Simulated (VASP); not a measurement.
Here is a VASP 6.6.1 calculation.

The input INCAR:

```
SYSTEM = CaSe
ALGO = Normal ; EDIFF = 1E-8
ENCUT = 400 ; GGA = PE
GGA_COMPAT = .FALSE. ; ISIF = 2
ISMEAR = -1 ; LASPH = .TRUE.
LCHARG = .FALSE. ; LEFG = .TRUE.
LORBIT = 11 ; LORBMOM = .TRUE.
LREAL = .FALSE. ; LSORBIT = .TRUE.
LWAVE = .FALSE. ; MAGMOM = 0 0 0 0 0 0
NBANDS = 28 ; NELM = 200
PREC = Accurate ; SIGMA = 0.02
```

KPOINTS

```
k-points
0
G
  7 7 7
  0 0 0
```

File POSCAR:

```
CaSe
1.0
    0.0000000000      2.9560000000      2.9560000000
    2.9560000000      0.0000000000      2.9560000000
    2.9560000000      2.9560000000      0.0000000000
Ca Se
1 1
Direct
    0.0000000000      0.0000000000      0.0000000000
    0.5000000000      0.5000000000      0.5000000000
```

Potentials or basis: VASP PAW PBE potentials, release 64 (Ca_sv, Se).

Command:

```bash
$ cat potpaw_PBE.64/Ca_sv/POTCAR potpaw_PBE.64/Se/POTCAR > POTCAR
$ mpirun -np 1 vasp_ncl > vasp.out
```

Question: Estimate the net moment.

Answer: 0.00 μB per cell.

Question: Predict the pressure.

Answer: 1.3 GPa.

Moments on the atoms (μB; x, y, z):
```
Ca  0.00 0.00 0.00
Se  0.00 0.00 0.00
```
